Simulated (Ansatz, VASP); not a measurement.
# Two plane-wave programs on SrTiO3

The input INCAR:

```
SYSTEM = SrTiO3
PREC = Accurate
ENCUT = 520
EDIFF = 1E-6
ISMEAR = 0
SIGMA = 0.05
LREAL = .False.
LASPH = .True.
NELM = 80
ALGO = Normal
ISIF = 2
LWAVE = .False.
LCHARG = .False.
GGA = PE
NBANDS = 51
```

File KPOINTS:

```
Automatic mesh
0
Gamma
  8 8 8
  0 0 0
```

POSCAR

```
SrTiO3
1.0
   -2.6878083238      2.7931859456      3.9467274087
    2.7931859456     -2.6878083238      3.9467274087
    2.7619696510      2.7619696510     -3.8725660815
Sr Ti O
2 2 6
Direct
    0.7500000000      0.2500000000      0.5000000000
    0.2500000000      0.7500000000      0.5000000000
    0.0000000000      0.0000000000      0.0000000000
    0.5000000000      0.5000000000      0.0000000000
    0.2500000000      0.2500000000      0.0000000000
    0.7500000000      0.7500000000      0.0000000000
    0.7280787197      0.2280787197      0.9561574394
    0.2280787197      0.2719212803      0.5000000000
    0.2719212803      0.7719212803      0.0438425606
    0.7719212803      0.7280787197      0.5000000000
```

Input for Ansatz:

```yaml
crystal:
  lattice:
    - [-2.6878083238, 2.7931859456, 3.9467274087]
    - [2.7931859456, -2.6878083238, 3.9467274087]
    - [2.761969651, 2.761969651, -3.8725660815]
  atoms:
    - { symbol: Sr, position: [0.75, 0.25, 0.5] }
    - { symbol: Sr, position: [0.25, 0.75, 0.5] }
    - { symbol: Ti, position: [0.0, 0.0, 0.0] }
    - { symbol: Ti, position: [0.5, 0.5, 0.0] }
    - { symbol: O, position: [0.25, 0.25, 0.0] }
    - { symbol: O, position: [0.75, 0.75, 0.0] }
    - { symbol: O, position: [0.7280787197, 0.2280787197, 0.9561574394] }
    - { symbol: O, position: [0.2280787197, 0.2719212803, 0.5] }
    - { symbol: O, position: [0.2719212803, 0.7719212803, 0.0438425606] }
    - { symbol: O, position: [0.7719212803, 0.7280787197, 0.5] }
basis:
  ecutwfc: 520.0
kpoints:
  mp_grid: { grid: [8, 8, 8] }
hamiltonian:
  xc: pbe
  pseudopotentials: { kind: paw, azcp: { folder: soft_1 } }
scf:
  occupations: { method: gaussian, width: 0.05 }
output:
  forces: true
  stress: true
  eigenvalues: true
```

Change from the starting cell: equal engineering shear yz, xz and xy +0.0267, equal normal strain along x, y and z +0.0000.

Alike in both runs: task single point; functional PBE; k mesh 8 × 8 × 8; occupations gaussian, width 0.05 eV; no spin polarisation.

```csv
,VASP,Ansatz
version,VASP 6.6.1,Ansatz 0.2.0
potentials or method,"VASP PAW PBE potentials, release 64 (Sr_sv, Ti_sv, O), cutoff 520 eV","scalar-relativistic, plane waves, PAW"
valence electrons in the cell,80,80
```

|  | VASP | Ansatz | Ansatz less VASP |
| --- | --- | --- | --- |
| gap on the k mesh at the Fermi level (eV) | 1.82 | 1.86 | +0.033 |
| least direct gap on the mesh (eV) | 1.83 | 1.86 | +0.033 |
| pressure (GPa) | 0.9 | 0.3 | -0.62 |
| traceless stress, the component that is largest in VASP (GPa) | -2.99 | -2.98 | +0.011 |
| rms of the force components (eV/Å) | 0.019 | 0.018 | -0.0012 |

Atom by atom the forces differ by 0.002 eV/Å (rms over components).
